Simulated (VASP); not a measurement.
Set up this calculation in VASP 6.6.1, as the native input.

| Item | Value |
| --- | --- |
| Task | single point |
| Functional | LDA |
| Potentials or basis | VASP PAW LDA potentials, release 64 (W_sv, C) |
| Cutoff | 520 eV |
| k mesh | 11 × 11 × 11 |
| Occupations | fermi-dirac, width 0.1 eV |
| Spin | no spin polarisation |
| Dipole correction | no |
| Further INCAR settings | ALGO = Normal; EDIFF = 1e-06; NBANDS = 16 |

The structure of WC lies in POSCAR:

```
WC
1.0
    0.0000000000      2.1012139316      2.1012139316
    2.1012139316      0.0000000000      2.1012139316
    2.1012139316      2.1012139316      0.0000000000
W C
1 1
Direct
    0.0000000000      0.0000000000      0.0000000000
    0.5000000000      0.5000000000      0.5000000000
```

One way to write it, as run:

INCAR

```
PREC = Accurate ; ENCUT = 520
EDIFF = 1E-6 ; ISMEAR = -1
SIGMA = 0.1 ; LREAL = F
LASPH = T ; NELM = 80
ALGO = Normal ; ISIF = 2
LWAVE = F ; LCHARG = F
GGA = CA ; NBANDS = 16
```

KPOINTS

```
regular mesh
0
Gamma
  11 11 11
```

Potentials or basis: VASP PAW LDA potentials, release 64 (W_sv, C).

Launch:

```console
$ cat potpaw_LDA.64/W_sv/POTCAR potpaw_LDA.64/C/POTCAR > POTCAR
$ mpirun -np 1 vasp_std > vasp.out
```

Results of the run:

```
Pressure               : 44.6 GPa
Band gap on the k mesh : zero (band 9 reaches 15.53 eV, above the bottom of band 10 at 11.83 eV)
```

Caveat: spin-orbit coupling is left out, which moves the levels of the heavy elements.

Run time: 41 s on 1 thread of AMD EPYC 7R13, on a shared host, peak memory 0.11 GiB.
